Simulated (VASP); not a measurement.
# MoS2 in VASP: relaxation of the atoms with PBEsol

Aim: the relaxation of the atoms of MoS2 with PBEsol.

All numbers are computed with VASP 6.6.1; they aren't measurements. Logs are shortened: lines on timing, memory, paths and dates and some standing lists are left out, and cuts for length are marked.

## 1. The cell of the first run

The cell holds a sheet with vacuum, 3 atoms: a = 3.192 Å, b = 3.168 Å, c = 21.130 Å, α = 90.00°, β = 90.00°, γ = 120.25°.

## 2. Relaxation of the atoms, PBEsol

Contents of INCAR:

```
SYSTEM = MoS2
  ALGO = Normal
  DIPOL = 0.5 0.5 0.500
  EDIFF = 1E-7
  EDIFFG = -0.003
  ENCUT = 450
  GGA = PS
  GGA_COMPAT = .FALSE.
  IBRION = 2
  IDIPOL = 3
  ISIF = 2
  ISMEAR = 0
  LASPH = .TRUE.
  LCHARG = .FALSE.
  LDIPOL = .TRUE.
  LREAL = .FALSE.
  LWAVE = .FALSE.
  NELM = 120
  NELMDL = -8
  NELMIN = 4
  NSW = 100
  PREC = Accurate
  SIGMA = 0.02
```

Contents of KPOINTS:

```
k-points
0
G
  12 12 1
  0 0 0
```

Contents of POSCAR:

```
MoS2
1.0
    3.1916000000      0.0000000000      0.0000000000
   -1.5958000000      2.7366402760      0.0000000000
    0.0000000000      0.0000000000     21.1300000000
S Mo
2 1
Direct
    0.6666666667      0.3333333333      0.4259346900
    0.6666666667      0.3333333333      0.5740653100
    0.3333333333      0.6666666667      0.5000000000
```

Potentials or basis: VASP PAW PBE potentials, release 64 (S, Mo_sv).

Launch:

```sh
cat potpaw_PBE.64/S/POTCAR potpaw_PBE.64/Mo_sv/POTCAR > POTCAR
mpirun -np 1 vasp_std > vasp.out
```

OUTCAR:

```text
SYSTEM = MoS2
   EDIFF = 1E-7
   EDIFFG = -0.003
   ENCUT = 450
   GGA = PS
   IBRION = 2
   ISIF = 2
   ISMEAR = 0
   LASPH = .TRUE.
   LREAL = .FALSE.
   NELM = 120
   NELMDL = -8
   NELMIN = 4
   NSW = 100
   PREC = Accurate

 ion  position               nearest neighbor table
   1  0.667  0.333  0.426-   3 2.40   3 2.41   3 2.41
   2  0.667  0.333  0.574-   3 2.40   3 2.41   3 2.41
   3  0.333  0.667  0.500-   1 2.40   2 2.40   1 2.41   2 2.41   1 2.41   2 2.41

  Warning from LATTYP: Monoclinic adjustment (A1->A3, A2->A1, A3->A2)!
  LATTYP: Found a base centered orthorhombic cell.
 ALAT       =     3.1916000000
 B/A-ratio  =     1.7149017897
 C/A-ratio  =     6.6205038225

  Lattice vectors:

 A1 = (   1.5958000000,  -2.7366402760,   0.0000000000)
 A2 = (   1.5958000000,   2.7366402760,   0.0000000000)
 A3 = (   0.0000000000,   0.0000000000,  21.1300000000)

Analysis of symmetry for initial positions (statically):
=====================================================================
 Subroutine PRICEL returns:
 Original cell was already a primitive cell.

 Routine SETGRP: Setting up the symmetry group for a
 base centered orthorhombic supercell.

 Subroutine GETGRP returns: Found  4 space group operations
 (whereof  4 operations were pure point group operations)
 out of a pool of  8 trial point group operations.

The static configuration has the point symmetry C_2v.

Analysis of symmetry for dynamics (positions and initial velocities):
=====================================================================
 Subroutine PRICEL returns:
 Original cell was already a primitive cell.

 Routine SETGRP: Setting up the symmetry group for a
 base centered orthorhombic supercell.

 Subroutine GETGRP returns: Found  4 space group operations
 (whereof  4 operations were pure point group operations)
 out of a pool of  8 trial point group operations.

The dynamic configuration has the point symmetry C_2v.

 Subroutine INISYM returns: Found  4 space group operations
 (whereof  4 operations are pure point group operations),
 and found     1 'primitive' translations

----------------------------------------------------------------------------------------

                                     Primitive cell

  volume of cell :     184.5549

  direct lattice vectors                    reciprocal lattice vectors
     3.191600000  0.000000000  0.000000000     0.313322471  0.182705781  0.000000000
    -1.595800000  2.736640276  0.000000000     0.000000000  0.365411563  0.000000000
     0.000000000  0.000000000 21.130000000     0.000000000  0.000000000  0.047326077

  length of vectors
     3.191600000  3.167929551 21.130000000     0.362701494  0.365411563  0.047326077

  position of ions in fractional coordinates (direct lattice)
     0.666666667  0.333333333  0.425934690
     0.666666667  0.333333333  0.574065310
     0.333333333  0.666666667  0.500000000

  ion indices of the primitive-cell ions
   primitive index   ion index
                 1           1
                 2           2
                 3           3

----------------------------------------------------------------------------------------

 KPOINTS: k-points

Automatic generation of k-mesh.
 Grid dimensions read from file:
 generate k-points for:   12   12    1

 Generating k-lattice:

  Cartesian coordinates                     Fractional coordinates (reciprocal lattice)
     0.026110206  0.015225482  0.000000000     0.083333333  0.000000000  0.000000000
     0.000000000  0.030450964  0.000000000     0.000000000  0.083333333  0.000000000
     0.000000000  0.000000000  0.047326077     0.000000000  0.000000000  1.000000000

  Length of vectors
     0.030225124  0.030450964  0.047326077

  Shift w.r.t. Gamma in fractional coordinates (k-lattice)
     0.000000000  0.000000000  0.000000000

 Subroutine IBZKPT returns following result:
 ===========================================

 Found     43 irreducible k-points:

 Following reciprocal coordinates:
            Coordinates               Weight
  0.000000  0.000000  0.000000      1.000000
  0.083333 -0.000000  0.000000      4.000000
  0.166667  0.000000  0.000000      4.000000
  0.250000  0.000000  0.000000      4.000000
  0.333333  0.000000  0.000000      4.000000
  0.416667  0.000000  0.000000      4.000000
[... 16 lines left out ...]
  0.333333  0.166667  0.000000      4.000000
  0.416667  0.166667  0.000000      4.000000
 [... further k-points ...]
   k-points           NKPTS =     43   k-points in BZ     NKDIM =     43   number of bands    NBANDS=     17
   number of dos      NEDOS =    301   number of ions     NIONS =      3
   total plane-waves  NPLWV =  86400
   dimension x,y,z NGX =    24 NGY =   24 NGZ =  150
   dimension x,y,z NGXF=    48 NGYF=   48 NGZF=  300
   ions per type =               2   1
   NGX,Y,Z   is equivalent  to a cutoff of  12.50, 12.59, 11.80 a.u.
   NGXF,Y,Z  is equivalent  to a cutoff of  25.00, 25.19, 23.60 a.u.
 SYSTEM =  MoS2
   PREC   = accura    normal or accurate (medium, high low for compatibility)
   ISTART =      0    job   : 0-new  1-cont  2-samecut
   ICHARG =      2    charge: 1-file 2-atom 10-const
   ISPIN  =      1    spin polarized calculation?
   LNONCOLLINEAR =      F non collinear calculations
   LSORBIT =      F    spin-orbit coupling
   LASPH  =      T    aspherical Exc in radial PAW
   ENCUT  =  450.0 eV  33.07 Ry    5.75 a.u.   5.52  5.48 36.55*2*pi/ulx,y,z
   NELM   =    120;   NELMIN=  4; NELMDL= -8     # of ELM steps
   EDIFF  = 0.1E-06   stopping-criterion for ELM
   LREAL  =      F    real-space projection
   EDIFFG = -.3E-02   stopping-criterion for IOM
   NSW    =    100    number of steps for IOM
   IBRION =      2    ionic relax: 0-MD 1-quasi-New 2-CG
   NFREE  =      1    steps in history (QN), initial steepest desc. (CG)
   ISIF   =      2    stress and relaxation
   ISYM   =      2    0-nonsym 1-usesym 2-fastsym
   POTIM  = 0.5000    time-step for ionic-motion
   TEBEG  =    0.0;   TEEND  =   0.0 temperature during run
   PSTRESS=    0.0 pullay stress
   NELECT =      26.0000    total number of electrons
   NUPDOWN=      -1.0000    fix difference up-down
   EMIN   =  10.00;   EMAX   =-10.00  energy-range for DOS
   EFERMI =   0.00;   METHOD = LEGACY
   ISMEAR =     0;   SIGMA  =   0.02  broadening in eV -4-tet -1-fermi 0-gaus
   EFERMI_NEDOS =   21; number of points for ismear=-14 and -15
   IALGO  =     38    algorithm
   IMIX   =      4    mixing-type and parameters
     AMIX     =   0.40;   BMIX     =  1.00
     AMIX_MAG =   1.60;   BMIX_MAG =  1.00
  volume/ion in A,a.u.               =      61.52       415.15
  Fermi-wavevector in a.u.,A,eV,Ry     =   0.851839  1.609742  9.872785  0.725629
  Thomas-Fermi vector in A             =   1.968034
   LORBIT       =      0    0 simple, 1 ext, 2 COOP (PROOUT), +10 PAW based schemes
   GGA     = PS    functional components
   LHFCALC =     F    Hartree Fock is set to
   AEXX    =    0.0000 exact exchange contribution
   IVDW    =     0    specifies the selected vdW correction
   LEPSILON=     F    determine dielectric tensor
   LRPA    =     F    only Hartree local field effects (RPA)
 conjugate gradient relaxation of ions
 non-spin polarized calculation
 Gauss-broadening in eV      SIGMA  =   0.02
  energy-cutoff  :      450.00
  volume of cell :      184.55
 maximum number of plane-waves:      4077
 NGX is ok and might be reduce to    24
   NGX = 11   NGY = 11   NGZ = 73

--------------------------------------- Ionic step        1  -------------------------------------------

 number of electron      26.0000003 magnetization

 Free energy of the ion-electron system (eV)
  ---------------------------------------------------
  ext. energy  EPLUGINS =         0.00000000
  ---------------------------------------------------
  free energy    TOTEN  =       -23.40531132 eV

  energy without entropy =      -23.40531132  energy(sigma->0) =      -23.40531132

------------------------ aborting loop because EDIFF is reached ----------------------------------------

  FORCE on cell =-STRESS in cart. coord.  units (eV):
  Direction    XX          YY          ZZ          XY          YZ          ZX
  --------------------------------------------------------------------------------------
  -------------------------------------------------------------------------------------
  Total       -1.6955916     -1.1165462     -1.1330838      0.0000000      0.0000000      0.0000000
  in kB      -14.7199443     -9.6930762     -9.8366438      0.0000000      0.0000000      0.0000000
  external PRESSURE =     -11.4165548 kB  Pullay stress =       0.0000000 kB
[... 55 lines left out ...]
  FREE ENERGIE OF THE ION-ELECTRON SYSTEM (eV)
  ---------------------------------------------------
  free  energy   TOTEN  =       -23.4118656629 eV

  energy  without entropy=      -23.4118656629  energy(sigma->0) =      -23.41186566

 dipolmoment           0.000000      0.000000     -0.000000 electrons x Angstroem

--------------------------------------- Ionic step        3  -------------------------------------------

 number of electron      26.0000006 magnetization

------------------------ aborting loop because EDIFF is reached ----------------------------------------
[... 69 lines left out ...]
--------------------------------------- Ionic step        5  -------------------------------------------

 number of electron      26.0000006 magnetization

 dipolmoment           0.000000      0.000000      0.000000 electrons x Angstroem

 Free energy of the ion-electron system (eV)
  ---------------------------------------------------
  ext. energy  EPLUGINS =         0.00000000
  ---------------------------------------------------
  free energy    TOTEN  =       -23.41193759 eV

  energy without entropy =      -23.41193759  energy(sigma->0) =      -23.41193759

 E-fermi :  -2.1411     XC(G=0):  -3.6267

 val. band max:       -2.2341533576   @ k =   0.0000   0.0000   0.0000
 cond. band min:      -0.6248821071   @ k =   0.3333   0.3333   0.0000
 fundamental gap:      1.6092712505
 Fermi energy:        -2.1411315790

 k-point     1 :       0.0000    0.0000    0.0000
  band No.  band energies     occupation
      1     -63.0146      2.00000
      2     -37.2029      2.00000
      3     -36.9916      2.00000
      4     -36.9756      2.00000
      5     -16.4108      2.00000
      6     -15.0320      2.00000
[... 457 lines left out ...]
      4     -37.1201      2.00000
      5     -14.3780      2.00000
      6     -14.2328      2.00000
[... 9 lines left out ...]
     16       1.3046      0.00000
     17       2.2160      0.00000

 [... further k-points ...]

------------------------ aborting loop because EDIFF is reached ----------------------------------------

 vacuum level on the upper side and lower side of the slab       (xc-potential included)        -0.041        -0.041

  FORCE on cell =-STRESS in cart. coord.  units (eV):
  Direction    XX          YY          ZZ          XY          YZ          ZX
  --------------------------------------------------------------------------------------
  -------------------------------------------------------------------------------------
  Total       -1.3052438     -0.7722715     -0.0418674      0.0000000      0.0000000      0.0000000
  in kB      -11.3312173     -6.7043225     -0.3634635      0.0000000      0.0000000      0.0000000
  external PRESSURE =      -6.1330011 kB  Pullay stress =       0.0000000 kB
[... 18 lines left out ...]
  FREE ENERGIE OF THE ION-ELECTRON SYSTEM (eV)
  ---------------------------------------------------
  free  energy   TOTEN  =       -23.4119375856 eV

  energy  without entropy=      -23.4119375856  energy(sigma->0) =      -23.41193759

 reached required accuracy - stopping structural energy minimisation

 vacuum level on the upper side and lower side of the slab         3.661         3.661
```

Wall time 11 min (1 thread of Oxide Virtual Turin-like, shared host); peak memory 0.31 GiB.

Results:

```yaml
Free_energy: -23.4119 eV
Energy_gained_by_relaxing: 2.2 meV/atom
Ionic_steps: 5
Band_gap_on_the_k_mesh: 1.61 eV (least direct gap 1.68 eV)
```

Step by step:
| step | energy change (eV) | largest force (eV/Å) | pressure (GPa) |
| --- | --- | --- | --- |
| 1 | 0.0000 | 0.3501 | -1.14 |
| 2 | -0.0066 | 0.0349 | -0.66 |
| 3 | -0.0066 | 0.0295 | -0.62 |
| 4 | -0.0066 | 0.0151 | -0.61 |
| 5 | -0.0066 | 0.0005 | -0.61 |

Final structure:
```cif
data_structure
_symmetry_space_group_name_H-M 'P 1'
_symmetry_Int_Tables_number 1
_cell_length_a 3.1916
_cell_length_b 3.1679
_cell_length_c 21.1300
_cell_angle_alpha 90.000
_cell_angle_beta 90.000
_cell_angle_gamma 120.247
_cell_volume 184.55
loop_
_atom_site_label
_atom_site_type_symbol
_atom_site_fract_x
_atom_site_fract_y
_atom_site_fract_z
_atom_site_occupancy
S1 S 0.66686 0.33372 0.42681 1
S2 S 0.66686 0.33372 0.57319 1
Mo1 Mo 0.33294 0.66588 0.50000 1
```

Caveat: the PAW data sets were made with another functional, which shifts forces and pressure a little.
